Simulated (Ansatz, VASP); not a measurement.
## B4WC in VASP and in Ansatz

```
B W C
1.0
     0.00000    2.84280    2.84280
     2.84280    0.00000    2.84280
     2.84280    2.84280    0.00000
B W C
4 1 1
Direct
  0.37807 0.86579 0.37807
  0.37807 0.37807 0.86579
  0.37807 0.37807 0.37807
  0.86579 0.37807 0.37807
  0.00000 0.00000 0.00000
  0.75000 0.75000 0.75000
```

Alike in both runs: functional PBE; k mesh 6 × 6 × 6; occupations gaussian, width 0.1 eV; no spin polarisation.

Ansatz relaxed the structure, and its values are those at the end. VASP's run is a single point on that final structure, the one shown.

|  | VASP | Ansatz |
| --- | --- | --- |
| version | VASP 6.6.1 | Ansatz 0.2.0 |
| potentials or method | VASP PAW PBE potentials, release 64 (B, W_sv, C), cutoff 520 eV | scalar-relativistic, plane waves, PAW |
| valence electrons in the cell | 30 | 30 |

|  | VASP | Ansatz | Ansatz less VASP |
| --- | --- | --- | --- |
| gap on the k mesh at the Fermi level (eV) | none | none | - |
| pressure (GPa) | 0.4 | 0.1 | -0.38 |
| rms of the force components (eV/Å) | 0.006 | 0.007 | +0.0012 |

A gap of «none» marks a metal or a gap that the smearing closes.

Neither program's run includes spin-orbit coupling.
